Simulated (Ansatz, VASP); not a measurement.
**Al3BN2 in VASP and in Ansatz**

```xyz
6
Lattice="4.7863 0.0000 0.0000 -2.3931 4.1450 0.0000 0.0000 0.0000 6.1885" Properties=species:S:1:pos:R:3 pbc="T T T"
Al    0.0000    2.7634    0.0000
Al    2.3931    1.3817    0.0000
Al    0.0000    0.0000    0.0000
B     0.0000    0.0000    3.0943
N     0.0000    0.0000    1.7687
N     0.0000    0.0000    4.4198
```

Alike in both runs: functional PBE; k mesh 4 × 4 × 2; occupations gaussian, width 0.15 eV; no spin polarisation.

Ansatz relaxed the structure, and its values are those at the end. VASP's run is a single point on that final structure, the one shown.

|  | VASP | Ansatz |
| --- | --- | --- |
| version | VASP 6.6.1 | Ansatz 0.2.0 |
| potentials or method | VASP PAW PBE potentials, release 64 (Al, B, N), cutoff 600 eV | scalar-relativistic, plane waves, PAW |
| valence electrons in the cell | 22 | 22 |

Ansatz gave:

- gap on the k mesh at the Fermi level (eV): none
- pressure (GPa): 0.0
- rms of the force components (eV/Å): 0.010

Question: What did VASP give for the same quantities?

Answer: gap on the k mesh at the Fermi level (eV): none; pressure (GPa): -0.1; rms of the force components (eV/Å): 0.002.

A gap of «none» marks a metal or a gap that the smearing closes.

The k mesh is coarse, so the values compare programs but aren't converged.
